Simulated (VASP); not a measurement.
H17O8F, 26 atoms in the cell. The cell holds an amorphous packing of atoms, 26 atoms: a = 6.705 Å, b = 6.705 Å, c = 6.705 Å, α = 90.00°, β = 90.00°, γ = 90.00°. 

| Quantity | Value |
| --- | --- |
| Program | VASP 6.6.1 |
| Task | single point |
| Functional | PBEsol |
| Potentials or basis | VASP PAW PBE potentials, release 64 (O, H, F) |
| Cutoff | 520 eV |
| k mesh | 1 × 1 × 1 |
| Occupations | fermi-dirac, width 0.02 eV |
| Spin | no spin polarisation |
| Dipole correction | no |
| Further INCAR settings | LREAL = Auto; ALGO = Normal; EDIFF = 1e-06; NBANDS = 55 |

Potentials or basis: VASP PAW PBE potentials, release 64 (O, H, F).

Command:

```sh
$ cat potpaw_PBE.64/O/POTCAR potpaw_PBE.64/H/POTCAR potpaw_PBE.64/F/POTCAR > POTCAR
$ mpirun -np 1 vasp_gam > vasp.out
```

Hardware: 1 thread of Intel(R) Xeon(R) Platinum 8488C (Sapphire Rapids), on a shared host.

Task: How long does it take, and how much memory?

Result: Run time: 30 s on 1 thread of Intel(R) Xeon(R) Platinum 8488C (Sapphire Rapids), with other jobs on the host, peak memory 0.32 GiB. Counts: scf iterations 16, k points 1.
